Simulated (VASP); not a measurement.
Here is a VASP 6.6.1 calculation.

INCAR

```
PREC     = Accurate       # precision mode
ENCUT    = 520            # plane-wave cutoff, eV
EDIFF    = 1E-6           # SCF threshold, eV
ISMEAR   = -1             # smearing method
SIGMA    = 0.05           # smearing width, eV
LREAL    = F              # projectors in reciprocal space
LASPH    = T              # aspherical terms in the spheres
NELM     = 150            # most SCF steps
ALGO     = Normal         # electronic algorithm
ISIF     = 2              # what is computed and relaxed
LWAVE    = F              # write WAVECAR
LCHARG   = F              # write CHGCAR
ISPIN    = 2              # spin polarisation
MAGMOM   = 3 0            # initial moments
LORBIT   = 11             # projections on sites
LMAXMIX  = 4              # l up to which the mixer works
GGA      = PE             # functional
NBANDS   = 18             # bands
```

File KPOINTS:

```
regular mesh
0
Gamma
  11 11 11
```

Contents of POSCAR:

```
FeO
1.0
    1.5288796120      0.8826990556      2.5362637132
   -1.5288796120      0.8826990556      2.5362637132
    0.0000000000     -1.7653981111      2.5362637132
Fe O
1 1
Direct
    0.0000000000      0.0000000000      0.0000000000
    0.5000000000      0.5000000000      0.5000000000
```

Potentials or basis: VASP PAW PBE potentials, release 64 (Fe, O).

Launch:

```bash
$ cat potpaw_PBE.64/Fe/POTCAR potpaw_PBE.64/O/POTCAR > POTCAR
$ mpirun -np 1 vasp_std > vasp.out
```

Estimate the pressure.

-4.6 GPa.

Estimate the site moments.

Fe +3.62; O +0.30 μB.

Estimate the net moment.

4.00 μB per cell.

Stress tensor (GPa, compression positive):
```
-4.25  0.00  0.00
 0.00 -4.25  0.00
 0.00  0.00 -5.29
```

Caveat: a cell with one magnetic atom can't hold antiferromagnetic order, which such compounds often take.
